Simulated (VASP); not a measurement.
# PbO2 (Fm-3m) in VASP: notebook, part 2 of 2

VASP 6.6.1.

## Step 4: Single point, PBE

This run uses another cell than the first one, of 13.15 Å³/atom, 0.885 times its volume.

The input, INCAR:

```
SYSTEM = PbO2
  PREC = Accurate
  ENCUT = 600
  EDIFF = 1E-6
  ISMEAR = -1
  SIGMA = 0.051703999572871064
  LREAL = .False.
  LASPH = .True.
  NELM = 120
  ALGO = Normal
  ISIF = 2
  LWAVE = .False.
  LCHARG = .True.
  GGA = PE
  LELF = .True.
  LVHAR = .True.
  NBANDS = 20
  ISYM = 0
  GGA_COMPAT = .False.
```

The input, KPOINTS:

```
Automatic mesh
0
Gamma
  1 1 1
  0.64 0.56 0.03
```

The input, POSCAR:

```
PbO2
1.0
    0.0000000000      2.7019920000      2.7019920000
    2.7019920000      0.0000000000      2.7019920000
    2.7019920000      2.7019920000      0.0000000000
Pb O
1 2
Direct
    0.0000000000      0.0000000000      0.0000000000
    0.2500000000      0.2500000000      0.2500000000
    0.7500000000      0.7500000000      0.7500000000
```

Potentials or basis: VASP PAW PBE potentials, release 64 (Pb_d, O).

On the command line:

```
$ cat potpaw_PBE.64/Pb_d/POTCAR potpaw_PBE.64/O/POTCAR > POTCAR
$ mpirun -np 1 vasp_std > vasp.out
```

OUTCAR:

```text
SYSTEM = PbO2
   PREC = Accurate
   ENCUT = 600
   EDIFF = 1E-6
   ISMEAR = -1
   LREAL = .False.
   LASPH = .True.
   NELM = 120
   ISIF = 2
   GGA = PE
   ISYM = 0

 ion  position               nearest neighbor table
   1  0.000  0.000  0.000-   3 2.34   3 2.34   3 2.34   2 2.34   2 2.34   2 2.34   3 2.34   2 2.34

   2  0.250  0.250  0.250-   1 2.34   1 2.34   1 2.34   1 2.34
   3  0.750  0.750  0.750-   1 2.34   1 2.34   1 2.34   1 2.34

IMPORTANT INFORMATION: All symmetrisations will be switched off!
NOSYMM: (Re-)initialisation of all symmetry stuff for point group C_1.

----------------------------------------------------------------------------------------

                                     Primitive cell

  volume of cell :      39.4532

  direct lattice vectors                    reciprocal lattice vectors
     0.000000000  2.701992000  2.701992000    -0.185048660  0.185048660  0.185048660
     2.701992000  0.000000000  2.701992000     0.185048660 -0.185048660  0.185048660
     2.701992000  2.701992000  0.000000000     0.185048660  0.185048660 -0.185048660

  length of vectors
     3.821193732  3.821193732  3.821193732     0.320513682  0.320513682  0.320513682

  position of ions in fractional coordinates (direct lattice)
     0.000000000  0.000000000  0.000000000
     0.250000000  0.250000000  0.250000000
     0.750000000  0.750000000  0.750000000

  ion indices of the primitive-cell ions
   primitive index   ion index
                 1           1
                 2           2
                 3           3

----------------------------------------------------------------------------------------

 KPOINTS: Automatic mesh

Automatic generation of k-mesh.
 Grid dimensions read from file:
 generate k-points for:    1    1    1

 Generating k-lattice:

  Cartesian coordinates                     Fractional coordinates (reciprocal lattice)
    -0.185048660  0.185048660  0.185048660     1.000000000  0.000000000  0.000000000
     0.185048660 -0.185048660  0.185048660     0.000000000  1.000000000  0.000000000
     0.185048660  0.185048660 -0.185048660     0.000000000  0.000000000  1.000000000

  Length of vectors
     0.320513682  0.320513682  0.320513682

  Shift w.r.t. Gamma in fractional coordinates (k-lattice)
     0.640000000  0.560000000  0.030000000

 Subroutine IBZKPT returns following result:
 ===========================================

 Found     24 irreducible k-points:

 Following reciprocal coordinates:
            Coordinates               Weight
 -0.360000 -0.440000  0.030000      2.000000
  0.030000 -0.360000 -0.440000      2.000000
 -0.440000  0.030000 -0.360000      2.000000
 -0.440000 -0.470000 -0.080000      2.000000
 -0.360000  0.080000 -0.390000      2.000000
  0.030000  0.390000  0.470000      2.000000
[... 16 lines left out ...]
  0.440000  0.360000 -0.030000      2.000000
 -0.030000  0.440000  0.360000      2.000000
   k-points           NKPTS =     24   k-points in BZ     NKDIM =     24   number of bands    NBANDS=     20
   number of dos      NEDOS =    301   number of ions     NIONS =      3
   total plane-waves  NPLWV =  32768
   dimension x,y,z NGX =    32 NGY =   32 NGZ =   32
   dimension x,y,z NGXF=    64 NGYF=   64 NGZF=   64
   ions per type =               1   2
   NGX,Y,Z   is equivalent  to a cutoff of  13.92, 13.92, 13.92 a.u.
   NGXF,Y,Z  is equivalent  to a cutoff of  27.84, 27.84, 27.84 a.u.
 SYSTEM =  PbO2
   PREC   = accura    normal or accurate (medium, high low for compatibility)
   ISTART =      0    job   : 0-new  1-cont  2-samecut
   ICHARG =      2    charge: 1-file 2-atom 10-const
   ISPIN  =      1    spin polarized calculation?
   LNONCOLLINEAR =      F non collinear calculations
   LSORBIT =      F    spin-orbit coupling
   LASPH  =      T    aspherical Exc in radial PAW
   ENCUT  =  600.0 eV  44.10 Ry    6.64 a.u.   7.63  7.63  7.63*2*pi/ulx,y,z
   NELM   =    120;   NELMIN=  2; NELMDL= -5     # of ELM steps
   EDIFF  = 0.1E-05   stopping-criterion for ELM
   LREAL  =      F    real-space projection
   EDIFFG = 0.1E-04   stopping-criterion for IOM
   NSW    =      0    number of steps for IOM
   IBRION =     -1    ionic relax: 0-MD 1-quasi-New 2-CG
   NFREE  =      0    steps in history (QN), initial steepest desc. (CG)
   ISIF   =      2    stress and relaxation
   ISYM   =      0    0-nonsym 1-usesym 2-fastsym
   POTIM  = 0.5000    time-step for ionic-motion
   TEBEG  =    0.0;   TEEND  =   0.0 temperature during run
   PSTRESS=    0.0 pullay stress
   NELECT =      26.0000    total number of electrons
   NUPDOWN=      -1.0000    fix difference up-down
   EMIN   =  10.00;   EMAX   =-10.00  energy-range for DOS
   EFERMI =   0.00;   METHOD = LEGACY
   ISMEAR =    -1;   SIGMA  =   0.05  broadening in eV -4-tet -1-fermi 0-gaus
   EFERMI_NEDOS =   21; number of points for ismear=-14 and -15
   IALGO  =     38    algorithm
   IMIX   =      4    mixing-type and parameters
     AMIX     =   0.40;   BMIX     =  1.00
     AMIX_MAG =   1.60;   BMIX_MAG =  1.00
  volume/ion in A,a.u.               =      13.15        88.75
  Fermi-wavevector in a.u.,A,eV,Ry     =   1.424640  2.692180 27.614384  2.029600
  Thomas-Fermi vector in A             =   2.545110
   LORBIT       =      0    0 simple, 1 ext, 2 COOP (PROOUT), +10 PAW based schemes
   GGA     = PE    functional components
   LHFCALC =     F    Hartree Fock is set to
   AEXX    =    0.0000 exact exchange contribution
   IVDW    =     0    specifies the selected vdW correction
   LEPSILON=     F    determine dielectric tensor
   LRPA    =     F    only Hartree local field effects (RPA)
 non-spin polarized calculation
  energy-cutoff  :      600.00
  volume of cell :       39.45
 maximum number of plane-waves:      1314
   NGX = 15   NGY = 15   NGZ = 15

 number of electron      25.9999996 magnetization

 Free energy of the ion-electron system (eV)
  ---------------------------------------------------
  ext. energy  EPLUGINS =         0.00000000
  ---------------------------------------------------
  free energy    TOTEN  =       -15.12177718 eV

  energy without entropy =      -15.12177690  energy(sigma->0) =      -15.12177704

 E-fermi :   6.7080     XC(G=0): -11.0434

 val. band max:        5.8596032266   @ k =   0.4400   0.0800   0.4700
 cond. band min:       7.5535246526   @ k =   0.4400   0.0800   0.4700
 fundamental gap:      1.6939214260
 Fermi energy:         6.7080094916

 k-point     1 :      -0.3600   -0.4400    0.0300
  band No.  band energies     occupation
      1     -11.8406      2.00000
      2     -11.2522      2.00000
      3     -10.1249      2.00000
      4     -10.0105      2.00000
      5      -9.9685      2.00000
      6      -9.9147      2.00000
[... 12 lines left out ...]
     19      21.9449      0.00000
     20      23.0325      0.00000

 k-point     2 :       0.0300   -0.3600   -0.4400
  band No.  band energies     occupation
      1     -11.8406      2.00000
      2     -11.2522      2.00000
      3     -10.1249      2.00000
      4     -10.0105      2.00000
      5      -9.9685      2.00000
      6      -9.9147      2.00000
[... 12 lines left out ...]
     19      21.9449      0.00000
     20      23.0325      0.00000

 k-point     3 :      -0.4400    0.0300   -0.3600
  band No.  band energies     occupation
      1     -11.8406      2.00000
      2     -11.2522      2.00000
      3     -10.1249      2.00000
      4     -10.0105      2.00000
      5      -9.9685      2.00000
      6      -9.9147      2.00000
[... 12 lines left out ...]
     19      21.9449      0.00000
     20      23.0325      0.00000

 k-point     4 :      -0.4400   -0.4700   -0.0800
  band No.  band energies     occupation
      1     -11.8406      2.00000
      2     -11.2522      2.00000
      3     -10.1249      2.00000
      4     -10.0105      2.00000
      5      -9.9685      2.00000
      6      -9.9147      2.00000
[... 429 lines left out ...]
 k-point    23 :       0.4400    0.3600   -0.0300
  band No.  band energies     occupation
      1     -11.8406      2.00000
      2     -11.2522      2.00000
      3     -10.1249      2.00000
      4     -10.0105      2.00000
      5      -9.9685      2.00000
      6      -9.9147      2.00000
[... 12 lines left out ...]
     19      21.9449      0.00000
     20      23.0325      0.00000

 k-point    24 :      -0.0300    0.4400    0.3600
  band No.  band energies     occupation
      1     -11.8406      2.00000
      2     -11.2522      2.00000
      3     -10.1249      2.00000
      4     -10.0105      2.00000
      5      -9.9685      2.00000
      6      -9.9147      2.00000
[... 12 lines left out ...]
     19      21.9449      0.00000
     20      23.0325      0.00000

------------------------ aborting loop because EDIFF is reached ----------------------------------------

  FORCE on cell =-STRESS in cart. coord.  units (eV):
  Direction    XX          YY          ZZ          XY          YZ          ZX
  --------------------------------------------------------------------------------------
  -------------------------------------------------------------------------------------
  Total       -0.6385153     -0.6385168     -0.6385177     -0.0000008      0.0000046      0.0000070
  in kB      -25.9298325    -25.9298952    -25.9299308     -0.0000328      0.0001849      0.0002831
  external PRESSURE =     -25.9298862 kB  Pullay stress =       0.0000000 kB

 VOLUME and BASIS-vectors are now :
 -----------------------------------------------------------------------------
  energy-cutoff  :      600.00
  volume of cell :       39.45
      direct lattice vectors                 reciprocal lattice vectors
     0.000000000  2.701992000  2.701992000    -0.185048660  0.185048660  0.185048660
     2.701992000  0.000000000  2.701992000     0.185048660 -0.185048660  0.185048660
     2.701992000  2.701992000  0.000000000     0.185048660  0.185048660 -0.185048660

 POSITION                                       TOTAL-FORCE (eV/Angst)
 -----------------------------------------------------------------------------------
      0.00000      0.00000      0.00000        -0.000008     -0.000007     -0.000004
      1.35100      1.35100      1.35100         0.000006      0.000006      0.000002
      4.05299      4.05299      4.05299         0.000002      0.000002      0.000002
 -----------------------------------------------------------------------------------
    total drift:                               -0.000010     -0.000010     -0.000008

  FREE ENERGIE OF THE ION-ELECTRON SYSTEM (eV)
  ---------------------------------------------------
  free  energy   TOTEN  =       -15.1217771813 eV

  energy  without entropy=      -15.1217768955  energy(sigma->0) =      -15.12177704
```

stdout:

```text
POSCAR found type information on POSCAR PbO
 POSCAR found :  2 types and       3 ions
 scaLAPACK will be used
 LDA part: xc-table for (Slater+PW92), standard interpolation
 POSCAR, INCAR and KPOINTS ok, starting setup
 FFT: planning ... GRIDC
 FFT: planning ... GRID_SOFT
 FFT: planning ... GRID
 WAVECAR not read
 entering main loop
```

It took 26 s on 1 thread of Intel Xeon 8259CL, shared host; peak memory 0.18 GiB.

Results:

| Quantity | Value |
| --- | --- |
| Free energy | -15.1218 eV |
| Pressure | -2.6 GPa |
| Band gap on the k mesh | 1.69 eV, direct |

Caveat: the k points lie up to 2.01 Å⁻¹ apart; spin-orbit coupling is left out, which moves the levels of the heavy elements. A k mesh can miss the band edges.

## Step 5: Single point, BLYP

This run uses another cell than the first one, of 13.15 Å³/atom, 0.885 times its volume.

The input, INCAR:

```
SYSTEM = PbO2
  AGGAC = 1.0
  AGGAX = 1.0
  ALDAC = 0.0
  ALDAX = 1.0
  ALGO = Normal
  EDIFF = 1E-6
  ENCUT = 600
  GGA = B5
  GGA_COMPAT = .False.
  ISIF = 2
  ISMEAR = 1
  LASPH = .True.
  LCHARG = .False.
  LREAL = .False.
  LWAVE = .False.
  NBANDS = 20
  NELM = 120
  PREC = Accurate
  SIGMA = 0.27211386245988
```

The input, KPOINTS:

```
k-points
0
Gamma
  2 2 2
  0 0 0
```

POSCAR is that of step 4.

On the command line:

```
$ cat potpaw_PBE.64/Pb_d/POTCAR potpaw_PBE.64/O/POTCAR > POTCAR
$ mpirun -np 1 vasp_std > vasp.out
```

Wall time 25 s (1 thread of Intel Xeon 8259CL, shared host); peak memory 0.17 GiB.

It converged, with:

* Free energy: -14.4136 eV
* Pressure: 9.7 GPa
* Band gap on the k mesh: zero (band 13 reaches 5.81 eV, above the bottom of band 14 at 4.77 eV)

Levels at points of the mesh, in eV from the Fermi level:
```tsv
k point	band 11	band 12	band 13	band 14	band 15	band 16
(0.00, 0.00, 0.00)	-1.89	-1.17	-1.17	-1.17	7.14	7.14
(0.50, 0.00, 0.00)	-2.68	-1.35	-1.35	2.58	7.28	9.61
(0.50, 0.50, 0.00)	-0.23	-0.12	-0.12	1.74	6.39	9.66
```

Caveat: the k points lie up to 1.01 Å⁻¹ apart; the PAW data sets were made with another functional, which shifts forces and pressure a little; spin-orbit coupling is left out, which moves the levels of the heavy elements.

## Step 6: Summary

```tsv
level	cell	k mesh	cutoff (eV)	smearing	gap on the mesh (eV)	pressure (GPa)
PBE	a = 3.980 Å, angles 60.0°, 3 atoms	6 × 6 × 6	520	gaussian 0.1 eV	none	-11.5
PBE	a = 3.821 Å, angles 60.0°, 3 atoms	4 × 4 × 4, shifted	520	fermi-dirac 0.025852 eV	0.13	0.4
PBE	a = 3.821 Å, angles 60.0°, 3 atoms	1 × 1 × 1, shifted	600	fermi-dirac 0.051704 eV	1.69	-2.6
BLYP	a = 3.821 Å, angles 60.0°, 3 atoms	2 × 2 × 2	600	methfessel-paxton 0.272114 eV	none	9.7
```

Alike in all rows: task single point; potentials or basis VASP PAW PBE potentials, release 64 (Pb_d, O); no spin polarisation.

Caveats: some runs use coarse meshes; spin-orbit coupling is left out, which moves the levels of the heavy elements; the PAW data sets were made with another functional, which shifts forces and pressure a little (some runs).

Absolute energies hang on the potentials; compare differences alone.
